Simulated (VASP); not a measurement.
# Hf (P6_3/mmc) in VASP: notebook

Hf is run at these levels: PBE; tasks: single point, relaxation of shape and atoms at fixed volume.

Everything below comes from runs of VASP 6.6.1. Logs are shortened: lines on timing, memory, paths and dates and some standing lists are left out, and cuts for length are marked.

## 1. The cell of the first run

It takes space group P6_3/mmc (No. 194, hexagonal). Conventional cell: a = 3.268 Å, b = 3.268 Å, c = 5.167 Å, α = 90.00°, β = 90.00°, γ = 120.00°. Hf (site symmetry -6m2) has 12 Hf at 3.20 to 3.27 Å within 4.2 Å.

## 2. Single point, PBE (23.89 Å³/atom)

INCAR reads:

```
SYSTEM = Hf
  PREC = Accurate
  ENCUT = 520
  EDIFF = 1E-6
  ISMEAR = 0
  SIGMA = 0.1
  LREAL = .FALSE.
  LASPH = .TRUE.
  NELM = 80
  ALGO = Fast
  ISIF = 2
  LWAVE = .FALSE.
  LCHARG = .TRUE.
  GGA = PE
  LELF = .TRUE.
  LVHAR = .TRUE.
  NBANDS = 17
```

KPOINTS reads:

```
regular mesh
0
G
  15 15 8
  0 0 0
```

POSCAR reads:

```
Hf
1.0
    3.2676725887      0.0000000000      0.0000000000
   -1.6338362943      2.8298874730      0.0000000000
    0.0000000000      0.0000000000      5.1670848284
Hf
2
Direct
    0.3333333333      0.6666666667      0.2500000000
    0.6666666667      0.3333333333      0.7500000000
```

Potentials or basis: VASP PAW PBE potentials, release 64 (Hf_pv).

Run with:

```bash
$ cat potpaw_PBE.64/Hf_pv/POTCAR > POTCAR
$ mpirun -np 1 vasp_std > vasp.out
```

OUTCAR:

```text
SYSTEM = Hf
   PREC = Accurate
   ENCUT = 520
   EDIFF = 1E-6
   ISMEAR = 0
   LREAL = .FALSE.
   LASPH = .TRUE.
   NELM = 80
   ISIF = 2
   GGA = PE

 ion  position               nearest neighbor table
   1  0.333  0.667  0.250-   2 3.20   2 3.20   2 3.20   2 3.20   2 3.20   2 3.20
   2  0.667  0.333  0.750-   1 3.20   1 3.20   1 3.20   1 3.20   1 3.20   1 3.20

  LATTYP: Found a hexagonal cell.
 ALAT       =     3.2676725887
 C/A-ratio  =     1.5812737317

  Lattice vectors:

 A1 = (   3.2676725887,   0.0000000000,   0.0000000000)
 A2 = (  -1.6338362943,   2.8298874730,   0.0000000000)
 A3 = (   0.0000000000,   0.0000000000,   5.1670848284)

Analysis of symmetry for initial positions (statically):
=====================================================================
 Subroutine PRICEL returns:
 Original cell was already a primitive cell.

 Routine SETGRP: Setting up the symmetry group for a
 hexagonal supercell.

 Subroutine GETGRP returns: Found 24 space group operations
 (whereof 12 operations were pure point group operations)
 out of a pool of 24 trial point group operations.

The static configuration has the point symmetry D_3d.
 The point group associated with its full space group is D_6h.

Analysis of symmetry for dynamics (positions and initial velocities):
=====================================================================
 Subroutine PRICEL returns:
 Original cell was already a primitive cell.

 Routine SETGRP: Setting up the symmetry group for a
 hexagonal supercell.

 Subroutine GETGRP returns: Found 24 space group operations
 (whereof 12 operations were pure point group operations)
 out of a pool of 24 trial point group operations.

The dynamic configuration has the point symmetry D_3d.
 The point group associated with its full space group is D_6h.

 Subroutine INISYM returns: Found 24 space group operations
 (whereof 12 operations are pure point group operations),
 and found     1 'primitive' translations

----------------------------------------------------------------------------------------

                                     Primitive cell

  volume of cell :      47.7808

  direct lattice vectors                    reciprocal lattice vectors
     3.267672589  0.000000000  0.000000000     0.306028212  0.176685471  0.000000000
    -1.633836294  2.829887473  0.000000000     0.000000000  0.353370941  0.000000000
     0.000000000  0.000000000  5.167084828     0.000000000  0.000000000  0.193532724

  length of vectors
     3.267672589  3.267672589  5.167084828     0.353370941  0.353370941  0.193532724

  position of ions in fractional coordinates (direct lattice)
     0.333333333  0.666666667  0.250000000
     0.666666667  0.333333333  0.750000000

  ion indices of the primitive-cell ions
   primitive index   ion index
                 1           1
                 2           2

----------------------------------------------------------------------------------------

 KPOINTS: regular mesh

Automatic generation of k-mesh.
 Grid dimensions read from file:
 generate k-points for:   15   15    8

 Generating k-lattice:

  Cartesian coordinates                     Fractional coordinates (reciprocal lattice)
     0.020401881  0.011779031  0.000000000     0.066666667  0.000000000  0.000000000
     0.000000000  0.023558063  0.000000000     0.000000000  0.066666667  0.000000000
     0.000000000  0.000000000  0.024191590     0.000000000  0.000000000  0.125000000

  Length of vectors
     0.023558063  0.023558063  0.024191590

  Shift w.r.t. Gamma in fractional coordinates (k-lattice)
     0.000000000  0.000000000  0.000000000

 Subroutine IBZKPT returns following result:
 ===========================================

 Found    135 irreducible k-points:

 Following reciprocal coordinates:
            Coordinates               Weight
  0.000000  0.000000  0.000000      1.000000
  0.066667  0.000000  0.000000      6.000000
  0.133333  0.000000  0.000000      6.000000
  0.200000  0.000000  0.000000      6.000000
  0.266667  0.000000  0.000000      6.000000
  0.333333  0.000000  0.000000      6.000000
[... 16 lines left out ...]
  0.333333  0.200000  0.000000     12.000000
  0.400000  0.200000  0.000000      6.000000
 [... further k-points ...]
   k-points           NKPTS =    135   k-points in BZ     NKDIM =    135   number of bands    NBANDS=     17
   number of dos      NEDOS =    301   number of ions     NIONS =      2
   total plane-waves  NPLWV =  23040
   dimension x,y,z NGX =    24 NGY =   24 NGZ =   40
   dimension x,y,z NGXF=    48 NGYF=   48 NGZF=   80
   ions per type =               2
   NGX,Y,Z   is equivalent  to a cutoff of  12.21, 12.21, 12.87 a.u.
   NGXF,Y,Z  is equivalent  to a cutoff of  24.42, 24.42, 25.74 a.u.
 SYSTEM =  Hf
   PREC   = accura    normal or accurate (medium, high low for compatibility)
   ISTART =      0    job   : 0-new  1-cont  2-samecut
   ICHARG =      2    charge: 1-file 2-atom 10-const
   ISPIN  =      1    spin polarized calculation?
   LNONCOLLINEAR =      F non collinear calculations
   LSORBIT =      F    spin-orbit coupling
   LASPH  =      T    aspherical Exc in radial PAW
   ENCUT  =  520.0 eV  38.22 Ry    6.18 a.u.   6.08  6.08  9.61*2*pi/ulx,y,z
   NELM   =     80;   NELMIN=  2; NELMDL= -5     # of ELM steps
   EDIFF  = 0.1E-05   stopping-criterion for ELM
   LREAL  =      F    real-space projection
   EDIFFG = 0.1E-04   stopping-criterion for IOM
   NSW    =      0    number of steps for IOM
   IBRION =     -1    ionic relax: 0-MD 1-quasi-New 2-CG
   NFREE  =      0    steps in history (QN), initial steepest desc. (CG)
   ISIF   =      2    stress and relaxation
   ISYM   =      2    0-nonsym 1-usesym 2-fastsym
   POTIM  = 0.5000    time-step for ionic-motion
   TEBEG  =    0.0;   TEEND  =   0.0 temperature during run
   PSTRESS=    0.0 pullay stress
   NELECT =      20.0000    total number of electrons
   NUPDOWN=      -1.0000    fix difference up-down
   EMIN   =  10.00;   EMAX   =-10.00  energy-range for DOS
   EFERMI =   0.00;   METHOD = LEGACY
   ISMEAR =     0;   SIGMA  =   0.10  broadening in eV -4-tet -1-fermi 0-gaus
   EFERMI_NEDOS =   21; number of points for ismear=-14 and -15
   IALGO  =     68    algorithm
   IMIX   =      4    mixing-type and parameters
     AMIX     =   0.40;   BMIX     =  1.00
     AMIX_MAG =   1.60;   BMIX_MAG =  1.00
  volume/ion in A,a.u.               =      23.89       161.22
  Fermi-wavevector in a.u.,A,eV,Ry     =   1.224617  2.314191 20.404488  1.499688
  Thomas-Fermi vector in A             =   2.359685
   LORBIT       =      0    0 simple, 1 ext, 2 COOP (PROOUT), +10 PAW based schemes
   GGA     = PE    functional components
   LHFCALC =     F    Hartree Fock is set to
   AEXX    =    0.0000 exact exchange contribution
   IVDW    =     0    specifies the selected vdW correction
   LEPSILON=     F    determine dielectric tensor
   LRPA    =     F    only Hartree local field effects (RPA)
 non-spin polarized calculation
 RMM-DIIS sequential band-by-band and
 Gauss-broadening in eV      SIGMA  =   0.10
  energy-cutoff  :      520.00
  volume of cell :       47.78
 maximum number of plane-waves:      1306
   NGX = 13   NGY = 13   NGZ = 19

 number of electron      19.9999997 magnetization

 Free energy of the ion-electron system (eV)
  ---------------------------------------------------
  ext. energy  EPLUGINS =         0.00000000
  ---------------------------------------------------
  free energy    TOTEN  =       -19.79686557 eV

  energy without entropy =      -19.78916484  energy(sigma->0) =      -19.79301520

 E-fermi :   4.4899     XC(G=0): -10.9883

 val. band max:        4.4894716502   @ k =   0.0667   0.0667   0.0000
 cond. band min:       4.4959577293   @ k =   0.3333   0.3333   0.2500
 fundamental gap:      0.0064860791
 Fermi energy:         4.4899027366

 k-point     1 :       0.0000    0.0000    0.0000
  band No.  band energies     occupation
      1     -26.6720      2.00000
      2     -26.0745      2.00000
      3     -26.0745      2.00000
      4     -25.9785      2.00000
      5     -25.9706      2.00000
      6     -25.9706      2.00000
[... 9 lines left out ...]
     16       6.9632      0.00000
     17       9.4556      0.00000

 k-point     2 :       0.0667    0.0000    0.0000
  band No.  band energies     occupation
      1     -26.6628      2.00000
      2     -26.0939      2.00000
      3     -26.0811      2.00000
      4     -25.9911      2.00000
      5     -25.9828      2.00000
      6     -25.9733      2.00000
[... 9 lines left out ...]
     16       6.8448      0.00000
     17       9.5607      0.00000

 k-point     3 :       0.1333    0.0000    0.0000
  band No.  band energies     occupation
      1     -26.6360      2.00000
      2     -26.1486      2.00000
      3     -26.0993      2.00000
      4     -26.0482      2.00000
      5     -25.9957      2.00000
      6     -25.9812      2.00000
[... 9 lines left out ...]
     16       6.8182      0.00000
     17       9.7658      0.00000

 k-point     4 :       0.2000    0.0000    0.0000
  band No.  band energies     occupation
      1     -26.5939      2.00000
      2     -26.2295      2.00000
      3     -26.1300      2.00000
      4     -26.1252      2.00000
      5     -26.0172      2.00000
      6     -25.9935      2.00000
[... 9 lines left out ...]
     16       7.3414      0.00000
     17      10.0026      0.00000
[... 343 lines left out ...]
      1     -26.4227      2.00000
      2     -26.4094      2.00000
      3     -26.3693      2.00000
      4     -26.2262      2.00000
      5     -26.1328      2.00000
      6     -26.1156      2.00000
[... 9 lines left out ...]
     16      10.0130      0.00000
     17      10.2956      0.00000

 k-point    23 :       0.3333    0.2000    0.0000
  band No.  band energies     occupation
      1     -26.4636      2.00000
      2     -26.3697      2.00000
      3     -26.3581      2.00000
      4     -26.2706      2.00000
      5     -26.1726      2.00000
      6     -26.1368      2.00000
[... 9 lines left out ...]
     16       9.9974      0.00000
     17      10.7863      0.00000

 k-point    24 :       0.4000    0.2000    0.0000
  band No.  band energies     occupation
      1     -26.4778      2.00000
      2     -26.3644      2.00000
      3     -26.3332      2.00000
      4     -26.2922      2.00000
      5     -26.1935      2.00000
      6     -26.1441      2.00000
[... 9 lines left out ...]
     16      10.0148      0.00000
     17      10.4500      0.00000

 [... further k-points ...]

------------------------ aborting loop because EDIFF is reached ----------------------------------------

  FORCE on cell =-STRESS in cart. coord.  units (eV):
  Direction    XX          YY          ZZ          XY          YZ          ZX
  --------------------------------------------------------------------------------------
  -------------------------------------------------------------------------------------
  Total       -1.7961097     -1.7961097     -1.8566140     -0.0000000     -0.0000000      0.0000000
  in kB      -60.2268489    -60.2268489    -62.2556694     -0.0000000     -0.0000000      0.0000000
  external PRESSURE =     -60.9031224 kB  Pullay stress =       0.0000000 kB

 VOLUME and BASIS-vectors are now :
 -----------------------------------------------------------------------------
  energy-cutoff  :      520.00
  volume of cell :       47.78
      direct lattice vectors                 reciprocal lattice vectors
     3.267672589  0.000000000  0.000000000     0.306028212  0.176685471  0.000000000
    -1.633836294  2.829887473  0.000000000     0.000000000  0.353370941  0.000000000
     0.000000000  0.000000000  5.167084828     0.000000000  0.000000000  0.193532724

 POSITION                                       TOTAL-FORCE (eV/Angst)
 -----------------------------------------------------------------------------------
     -0.00000      1.88659      1.29177        -0.000000      0.000000      0.000000
      1.63384      0.94330      3.87531         0.000000     -0.000000      0.000000
 -----------------------------------------------------------------------------------
    total drift:                               -0.000000      0.000000     -0.000000

  FREE ENERGIE OF THE ION-ELECTRON SYSTEM (eV)
  ---------------------------------------------------
  free  energy   TOTEN  =       -19.7968655711 eV

  energy  without entropy=      -19.7891648370  energy(sigma->0) =      -19.79301520
```

It took 1.7 min on 1 thread of Intel Xeon 8259CL, shared host; peak memory 0.22 GiB.

Results:

* Free energy: -19.7969 eV
* Pressure: -6.1 GPa
* Band gap on the k mesh: zero (bands 10 and 11 overlap by 1.56 eV)

Stress tensor (GPa, compression positive):
```
-6.02  0.00  0.00
 0.00 -6.02  0.00
 0.00  0.00 -6.23
```

Caveat: the cell stands under tension; spin-orbit coupling is left out, which moves the levels of the heavy elements.

## 3. Single point, PBE (24.79 Å³/atom)

This run uses another cell than the first one, of 24.79 Å³/atom.

INCAR reads:

```
ALGO     = Normal         # electronic algorithm
EDIFF    = 1E-7           # SCF threshold, eV
ENCUT    = 520            # plane-wave cutoff, eV
GGA      = PE             # functional
ISIF     = 2              # what is computed and relaxed
ISMEAR   = 0              # smearing method
LASPH    = True           # aspherical terms in the spheres
LCHARG   = False          # write CHGCAR
LREAL    = False          # projectors in reciprocal space
LWAVE    = False          # write WAVECAR
NBANDS   = 17             # bands
NELM     = 60             # most SCF steps
PREC     = Accurate       # precision mode
SIGMA    = 0.1            # smearing width, eV
```

KPOINTS reads:

```
k-points
0
Gamma
  15 15 8
```

POSCAR reads:

```
Hf
1.0
    3.3082689457      0.0000000000      0.0000000000
   -1.6541344728      2.8650449496      0.0000000000
    0.0000000000      0.0000000000      5.2312787815
Hf
2
Direct
    0.3333333333      0.6666666667      0.2500000000
    0.6666666667      0.3333333333      0.7500000000
```

Potentials or basis: VASP PAW PBE potentials, release 64 (Hf_pv).

Run with:

```bash
$ cat potpaw_PBE.64/Hf_pv/POTCAR > POTCAR
$ mpirun -np 1 vasp_std > vasp.out
```

OUTCAR:

```text
EDIFF = 1E-7
   ENCUT = 520
   GGA = PE
   ISIF = 2
   ISMEAR = 0
   LASPH = True
   LREAL = False
   NELM = 60
   PREC = Accurate

 ion  position               nearest neighbor table
   1  0.333  0.667  0.250-   2 3.24   2 3.24   2 3.24   2 3.24   2 3.24   2 3.24
   2  0.667  0.333  0.750-   1 3.24   1 3.24   1 3.24   1 3.24   1 3.24   1 3.24

  LATTYP: Found a hexagonal cell.
 ALAT       =     3.3082689457
 C/A-ratio  =     1.5812737318

  Lattice vectors:

 A1 = (   3.3082689457,   0.0000000000,   0.0000000000)
 A2 = (  -1.6541344728,   2.8650449496,   0.0000000000)
 A3 = (   0.0000000000,   0.0000000000,   5.2312787815)

Analysis of symmetry for initial positions (statically):
=====================================================================
 Subroutine PRICEL returns:
 Original cell was already a primitive cell.

 Routine SETGRP: Setting up the symmetry group for a
 hexagonal supercell.

 Subroutine GETGRP returns: Found 24 space group operations
 (whereof 12 operations were pure point group operations)
 out of a pool of 24 trial point group operations.

The static configuration has the point symmetry D_3d.
[... 162 lines left out ...]
  energy without entropy =      -19.70308450  energy(sigma->0) =      -19.70715708

 E-fermi :   4.2500     XC(G=0): -10.8254

 val. band max:        4.2486649115   @ k =   0.1333   0.0667   0.1250
 cond. band min:       4.2741591608   @ k =   0.0667   0.0000   0.1250
 fundamental gap:      0.0254942493
 Fermi energy:         4.2499582423

 k-point     1 :       0.0000    0.0000    0.0000
  band No.  band energies     occupation
      1     -26.9658      2.00000
      2     -26.4406      2.00000
      3     -26.4406      2.00000
      4     -26.3564      2.00000
      5     -26.3485      2.00000
      6     -26.3485      2.00000
[... 457 lines left out ...]
      4     -26.6309      2.00000
      5     -26.5457      2.00000
      6     -26.5009      2.00000
[... 9 lines left out ...]
     16       9.5180      0.00000
     17       9.8549      0.00000

 [... further k-points ...]

------------------------ aborting loop because EDIFF is reached ----------------------------------------

  FORCE on cell =-STRESS in cart. coord.  units (eV):
  Direction    XX          YY          ZZ          XY          YZ          ZX
  --------------------------------------------------------------------------------------
  -------------------------------------------------------------------------------------
  Total       -2.7887453     -2.7887453     -2.8558173     -0.0000000      0.0000000      0.0000000
  in kB      -90.1113130    -90.1113130    -92.2785761     -0.0000000      0.0000000      0.0000000
  external PRESSURE =     -90.8337340 kB  Pullay stress =       0.0000000 kB

 VOLUME and BASIS-vectors are now :
 -----------------------------------------------------------------------------
  energy-cutoff  :      520.00
  volume of cell :       49.58
      direct lattice vectors                 reciprocal lattice vectors
     3.308268946  0.000000000  0.000000000     0.302272885  0.174517332  0.000000000
    -1.654134473  2.865044950  0.000000000     0.000000000  0.349034664  0.000000000
     0.000000000  0.000000000  5.231278782     0.000000000  0.000000000  0.191157849

 POSITION                                       TOTAL-FORCE (eV/Angst)
 -----------------------------------------------------------------------------------
     -0.00000      1.91003      1.30782         0.000000     -0.000000      0.000000
      1.65413      0.95501      3.92346        -0.000000      0.000000      0.000000
 -----------------------------------------------------------------------------------
    total drift:                               -0.000000      0.000000     -0.000000

  FREE ENERGIE OF THE ION-ELECTRON SYSTEM (eV)
  ---------------------------------------------------
  free  energy   TOTEN  =       -19.7112296638 eV

  energy  without entropy=      -19.7030845019  energy(sigma->0) =      -19.70715708
```

stdout:

```text
POSCAR found type information on POSCAR Hf
 POSCAR found :  1 types and       2 ions
 scaLAPACK will be used
 LDA part: xc-table for (Slater+PW92), standard interpolation
 POSCAR, INCAR and KPOINTS ok, starting setup
 FFT: planning ... GRIDC
 FFT: planning ... GRID_SOFT
 FFT: planning ... GRID
 WAVECAR not read
 entering main loop
```

Wall time 2 min (1 thread of Intel Xeon 8259CL, shared host); peak memory 0.25 GiB.

Results:

```
Free energy            : -19.7112 eV
Pressure               : -9.1 GPa
Band gap on the k mesh : zero (bands 10 and 11 overlap by 1.52 eV)
```

Stress tensor (GPa, compression positive):
```
-9.01  0.00  0.00
 0.00 -9.01  0.00
 0.00  0.00 -9.23
```

Levels at points of the mesh, in eV from the Fermi level:
| k point | band 6 | band 7 | band 8 | band 9 | band 10 | band 11 | band 12 | band 13 | band 14 | band 15 |
| --- | --- | --- | --- | --- | --- | --- | --- | --- | --- | --- |
| (0.00, 0.00, 0.00) | -30.60 | -7.04 | -3.43 | 0.32 | 1.12 | 1.12 | 1.36 | 1.83 | 1.83 | 2.39 |
| (0.00, 0.00, 0.50) | -30.64 | -5.24 | -5.24 | 0.16 | 0.16 | 1.02 | 1.02 | 1.02 | 1.02 | 4.27 |

Caveat: the cell stands under tension; spin-orbit coupling is left out, which moves the levels of the heavy elements.

(Part 1 of 2 ends here.)
